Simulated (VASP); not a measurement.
# HF in VASP: single point with LDA

Aim: the single point of HF with LDA.

All numbers are computed with VASP 6.6.1; they aren't measurements. Logs are shortened: lines on timing, memory, paths and dates and some standing lists are left out, and cuts for length are marked.

## 1. The cell of the first run

The cell holds a disordered packing, 20 atoms: a = 6.980 Å, b = 6.980 Å, c = 6.980 Å, α = 90.00°, β = 90.00°, γ = 90.00°.

## 2. Single point, LDA

INCAR reads:

```
SYSTEM = HF
PREC     = Accurate       ! precision mode
ENCUT    = 520            ! plane-wave cutoff, eV
EDIFF    = 1E-6           ! SCF threshold, eV
ISMEAR   = -1             ! smearing method
SIGMA    = 0.02           ! smearing width, eV
LREAL    = Auto         
LASPH    = .True.         ! aspherical terms in the spheres
NELM     = 100            ! most SCF steps
ALGO     = Normal         ! electronic algorithm
ISIF     = 2              ! what is computed and relaxed
LWAVE    = .False.        ! write WAVECAR
LCHARG   = .False.        ! write CHGCAR
GGA      = CA             ! functional
NBANDS   = 56             ! bands
```

KPOINTS reads:

```
regular mesh
0
Gamma
  1 1 1
  0 0 0
```

POSCAR reads:

```
HF
1.0
    6.9795320000      0.0000000000      0.0000000000
    0.0000000000      6.9795320000      0.0000000000
    0.0000000000      0.0000000000      6.9795320000
F H
10 10
Direct
    0.9253020623      0.0414699909      0.6807073520
    0.9830788377      0.3625607201      0.8721948991
   -0.0361566168      0.6022306116      0.3569218073
    0.6682900128      0.7270430617      0.2607988733
    0.6487486896     -0.0045521727      0.4517265505
    0.4313777227      0.5014785415      0.8609907185
    0.2437688506      0.1551090495      0.8263949254
    0.3434774863      0.9324477068      0.5946714665
    0.1390737612      0.5800996486      0.0670531804
    0.5036381336      0.1965577118      0.1037853213
    0.8209069541      0.0322455203      0.5911279599
    1.0649880248      0.2514796977      0.8272280313
    0.0508376105      0.5969890840      0.2405624140
    0.7943283947      0.6602535994      0.3059273995
    0.6608801814     -0.1232522221      0.3549253378
    0.3453215451      0.5603358608      0.9489855686
    0.2785648658      0.0568362906      0.7236712926
    0.4712622304      0.9666421427      0.5389157172
    0.0676365088      0.4792588630     -0.0219889653
    0.4387800443      0.2291953938     -0.0108233499
```

Potentials or basis: VASP PAW LDA potentials, release 64 (F, H).

Started as:

```bash
cat potpaw_LDA.64/F/POTCAR potpaw_LDA.64/H/POTCAR > POTCAR
mpirun -np 1 vasp_gam > vasp.out
```

OUTCAR:

```text
SYSTEM = HF
   PREC = Accurate
   ENCUT = 520
   EDIFF = 1E-6
   ISMEAR = -1
   LREAL = Auto
   LASPH = .True.
   NELM = 100
   ISIF = 2
   GGA = CA

 ion  position               nearest neighbor table
   1  0.925  0.041  0.681-  11 0.96
   2  0.983  0.363  0.872-  12 1.01  19 1.25
   3  0.964  0.602  0.357-  13 1.01  14 1.30
   4  0.668  0.727  0.261-  14 1.04  15 1.24
   5  0.649  0.995  0.452-  15 1.07  18 1.39
   6  0.431  0.501  0.861-  16 0.95
   7  0.244  0.155  0.826-  17 1.02
   8  0.343  0.932  0.595-  18 1.00  17 1.33
   9  0.139  0.580  0.067-  19 1.06  13 1.36
  10  0.504  0.197  0.104-  20 0.95
  11  0.821  0.032  0.591-   1 0.96
  12  0.065  0.251  0.827-   2 1.01
  13  0.051  0.597  0.241-   3 1.01   9 1.36
  14  0.794  0.660  0.306-   4 1.04   3 1.30
  15  0.661  0.877  0.355-   5 1.07   4 1.24
  16  0.345  0.560  0.949-   6 0.95
  17  0.279  0.057  0.724-   7 1.02   8 1.33
  18  0.471  0.967  0.539-   8 1.00   5 1.39
  19  0.068  0.479  0.978-   9 1.06   2 1.25
  20  0.439  0.229  0.989-  10 0.95

  LATTYP: Found a simple cubic cell.
 ALAT       =     6.9795320000

  Lattice vectors:

 A1 = (   6.9795320000,   0.0000000000,   0.0000000000)
 A2 = (   0.0000000000,   6.9795320000,   0.0000000000)
 A3 = (   0.0000000000,   0.0000000000,   6.9795320000)

Analysis of symmetry for initial positions (statically):
=====================================================================
 Subroutine PRICEL returns:
 Original cell was already a primitive cell.

 Routine SETGRP: Setting up the symmetry group for a
 simple cubic supercell.

 Subroutine GETGRP returns: Found  1 space group operations
 (whereof  1 operations were pure point group operations)
 out of a pool of 48 trial point group operations.

The static configuration has the point symmetry C_1 .

Analysis of symmetry for dynamics (positions and initial velocities):
=====================================================================
 Subroutine PRICEL returns:
 Original cell was already a primitive cell.

 Routine SETGRP: Setting up the symmetry group for a
 simple cubic supercell.

 Subroutine GETGRP returns: Found  1 space group operations
 (whereof  1 operations were pure point group operations)
 out of a pool of 48 trial point group operations.

The dynamic configuration has the point symmetry C_1 .

 Subroutine INISYM returns: Found  1 space group operations
 (whereof  1 operations are pure point group operations),
 and found     1 'primitive' translations

----------------------------------------------------------------------------------------

                                     Primitive cell

  volume of cell :     340.0000

  direct lattice vectors                    reciprocal lattice vectors
     6.979532000  0.000000000  0.000000000     0.143276082  0.000000000  0.000000000
     0.000000000  6.979532000  0.000000000     0.000000000  0.143276082  0.000000000
     0.000000000  0.000000000  6.979532000     0.000000000  0.000000000  0.143276082

  length of vectors
     6.979532000  6.979532000  6.979532000     0.143276082  0.143276082  0.143276082

  position of ions in fractional coordinates (direct lattice)
     0.925302062  0.041469991  0.680707352
     0.983078838  0.362560720  0.872194899
     0.963843383  0.602230612  0.356921807
     0.668290013  0.727043062  0.260798873
     0.648748690  0.995447827  0.451726550
     0.431377723  0.501478541  0.860990718
[... 12 lines left out ...]
     0.067636509  0.479258863  0.978011035
     0.438780044  0.229195394  0.989176650

  ion indices of the primitive-cell ions
   primitive index   ion index
                 1           1
                 2           2
                 3           3
                 4           4
                 5           5
                 6           6
[... 12 lines left out ...]
                19          19
                20          20

----------------------------------------------------------------------------------------

 KPOINTS: regular mesh

Automatic generation of k-mesh.
 Grid dimensions read from file:
 generate k-points for:    1    1    1

 Generating k-lattice:

  Cartesian coordinates                     Fractional coordinates (reciprocal lattice)
     0.143276082  0.000000000  0.000000000     1.000000000  0.000000000  0.000000000
     0.000000000  0.143276082  0.000000000     0.000000000  1.000000000  0.000000000
     0.000000000  0.000000000  0.143276082     0.000000000  0.000000000  1.000000000

  Length of vectors
     0.143276082  0.143276082  0.143276082

  Shift w.r.t. Gamma in fractional coordinates (k-lattice)
     0.000000000  0.000000000  0.000000000

 Subroutine IBZKPT returns following result:
 ===========================================

 Found      1 irreducible k-points:

 Following reciprocal coordinates:
            Coordinates               Weight
  0.000000  0.000000  0.000000      1.000000
   k-points           NKPTS =      1   k-points in BZ     NKDIM =      1   number of bands    NBANDS=     56
   number of dos      NEDOS =    301   number of ions     NIONS =     20
   total plane-waves  NPLWV = 157464
   dimension x,y,z NGX =    54 NGY =   54 NGZ =   54
   dimension x,y,z NGXF=   108 NGYF=  108 NGZF=  108
   ions per type =              10  10
   NGX,Y,Z   is equivalent  to a cutoff of  12.86, 12.86, 12.86 a.u.
   NGXF,Y,Z  is equivalent  to a cutoff of  25.72, 25.72, 25.72 a.u.
 SYSTEM =  HF
   PREC   = accura    normal or accurate (medium, high low for compatibility)
   ISTART =      0    job   : 0-new  1-cont  2-samecut
   ICHARG =      2    charge: 1-file 2-atom 10-const
   ISPIN  =      1    spin polarized calculation?
   LNONCOLLINEAR =      F non collinear calculations
   LSORBIT =      F    spin-orbit coupling
   LASPH  =      T    aspherical Exc in radial PAW
   ENCUT  =  520.0 eV  38.22 Ry    6.18 a.u.  12.98 12.98 12.98*2*pi/ulx,y,z
   NELM   =    100;   NELMIN=  2; NELMDL= -5     # of ELM steps
   EDIFF  = 0.1E-05   stopping-criterion for ELM
   LREAL  =      T    real-space projection
   EDIFFG = 0.1E-04   stopping-criterion for IOM
   NSW    =      0    number of steps for IOM
   IBRION =     -1    ionic relax: 0-MD 1-quasi-New 2-CG
   NFREE  =      0    steps in history (QN), initial steepest desc. (CG)
   ISIF   =      2    stress and relaxation
   ISYM   =      2    0-nonsym 1-usesym 2-fastsym
   POTIM  = 0.5000    time-step for ionic-motion
   TEBEG  =    0.0;   TEEND  =   0.0 temperature during run
   PSTRESS=    0.0 pullay stress
   NELECT =      80.0000    total number of electrons
   NUPDOWN=      -1.0000    fix difference up-down
   EMIN   =  10.00;   EMAX   =-10.00  energy-range for DOS
   EFERMI =   0.00;   METHOD = LEGACY
   ISMEAR =    -1;   SIGMA  =   0.02  broadening in eV -4-tet -1-fermi 0-gaus
   EFERMI_NEDOS =   21; number of points for ismear=-14 and -15
   IALGO  =     38    algorithm
   IMIX   =      4    mixing-type and parameters
     AMIX     =   0.40;   BMIX     =  1.00
     AMIX_MAG =   1.60;   BMIX_MAG =  1.00
  volume/ion in A,a.u.               =      17.00       114.72
  Fermi-wavevector in a.u.,A,eV,Ry     =   1.010676  1.909900 13.897882  1.021466
  Thomas-Fermi vector in A             =   2.143679
   LORBIT       =      0    0 simple, 1 ext, 2 COOP (PROOUT), +10 PAW based schemes
   GGA     = CA    functional components
   LHFCALC =     F    Hartree Fock is set to
   AEXX    =    0.0000 exact exchange contribution
   IVDW    =     0    specifies the selected vdW correction
   LEPSILON=     F    determine dielectric tensor
   LRPA    =     F    only Hartree local field effects (RPA)
 non-spin polarized calculation
  energy-cutoff  :      520.00
  volume of cell :      340.00
 maximum number of plane-waves:      4547
 NGX is ok and might be reduce to    50
   NGX = 25   NGY = 25   NGZ = 25

 number of electron      80.0000015 magnetization

 Free energy of the ion-electron system (eV)
  ---------------------------------------------------
  ext. energy  EPLUGINS =         0.00000000
  ---------------------------------------------------
  free energy    TOTEN  =       -88.50734395 eV

  energy without entropy =      -88.50734395  energy(sigma->0) =      -88.50734395

 E-fermi :  -6.0796     XC(G=0):  -5.7354

 val. band max:       -6.5784195801   @ k =   0.0000   0.0000   0.0000
 cond. band min:      -0.0479737531   @ k =   0.0000   0.0000   0.0000
 fundamental gap:      6.5304458269
 Fermi energy:        -6.0795959472

 k-point     1 :       0.0000    0.0000    0.0000
  band No.  band energies     occupation
      1     -29.4284      2.00000
      2     -29.1332      2.00000
      3     -28.9043      2.00000
      4     -28.3971      2.00000
      5     -28.2255      2.00000
      6     -27.8160      2.00000
[... 44 lines left out ...]
     51       5.5895      0.00000
     52       5.8056      0.00000
 [bands above 52 left out]

------------------------ aborting loop because EDIFF is reached ----------------------------------------

  FORCE on cell =-STRESS in cart. coord.  units (eV):
  Direction    XX          YY          ZZ          XY          YZ          ZX
  --------------------------------------------------------------------------------------
  -------------------------------------------------------------------------------------
  Total       -0.9218871     -0.7840314     -0.7871323     -0.4820218      0.3322942     -0.3682465
  in kB       -4.3441959     -3.6945805     -3.7091927     -2.2714249      1.5658654     -1.7352831
  external PRESSURE =      -3.9159897 kB  Pullay stress =       0.0000000 kB

 VOLUME and BASIS-vectors are now :
 -----------------------------------------------------------------------------
  energy-cutoff  :      520.00
  volume of cell :      340.00
      direct lattice vectors                 reciprocal lattice vectors
     6.979532000  0.000000000  0.000000000     0.143276082  0.000000000  0.000000000
     0.000000000  6.979532000  0.000000000     0.000000000  0.143276082  0.000000000
     0.000000000  0.000000000  6.979532000     0.000000000  0.000000000  0.143276082

 POSITION                                       TOTAL-FORCE (eV/Angst)
 -----------------------------------------------------------------------------------
      6.45818      0.28944      4.75102         0.153651      0.017507      0.047256
      6.86143      2.53050      6.08751        -0.230966      0.202433      0.059704
      6.72718      4.20329      2.49115        -0.177219      0.039972      0.019035
      4.66435      5.07442      1.82025         0.124805      0.072987      0.154894
      4.52796      6.94776      3.15284        -0.136966      0.054947      0.212724
      3.01081      3.50009      6.00931         0.171308     -0.141307     -0.128304
[... 12 lines left out ...]
      0.47207      3.34500      6.82606        -0.207734     -0.271808     -0.259986
      3.06248      1.59968      6.90399        -0.212251      0.177217     -0.395057
 -----------------------------------------------------------------------------------
    total drift:                                0.000020      0.004910     -0.006335

  FREE ENERGIE OF THE ION-ELECTRON SYSTEM (eV)
  ---------------------------------------------------
  free  energy   TOTEN  =       -88.5073439526 eV

  energy  without entropy=      -88.5073439526  energy(sigma->0) =      -88.50734395
```

Wall time 41 s (1 thread of AMD EPYC 7R43 (Zen 3), shared host); peak memory 0.23 GiB.

Results:

```yaml
Free_energy: -88.5073 eV
Pressure: -0.4 GPa
Largest_force: 0.482 eV/Å
```

Forces in eV/Å, atoms in the order of the input:
```
F    0.154  0.018  0.047
F   -0.231  0.202  0.060
F   -0.177  0.040  0.019
F    0.125  0.073  0.155
F   -0.137  0.055  0.213
F    0.171 -0.141 -0.128
F   -0.087  0.072  0.107
F   -0.199  0.075  0.161
F    0.123  0.126  0.230
F    0.197 -0.154  0.394
H   -0.154 -0.022 -0.116
H    0.392 -0.082  0.089
H    0.042 -0.086 -0.249
H    0.172 -0.033 -0.097
H   -0.082 -0.096 -0.125
H   -0.153  0.122  0.229
H    0.016 -0.141 -0.177
H    0.249  0.067 -0.157
H   -0.208 -0.272 -0.260
H   -0.212  0.177 -0.395
```

Stress tensor (GPa, compression positive):
```
-0.43 -0.23 -0.17
-0.23 -0.37  0.16
-0.17  0.16 -0.37
```

Caveat: the k points lie up to 0.90 Å⁻¹ apart, too coarse for converged energies, forces and pressures.
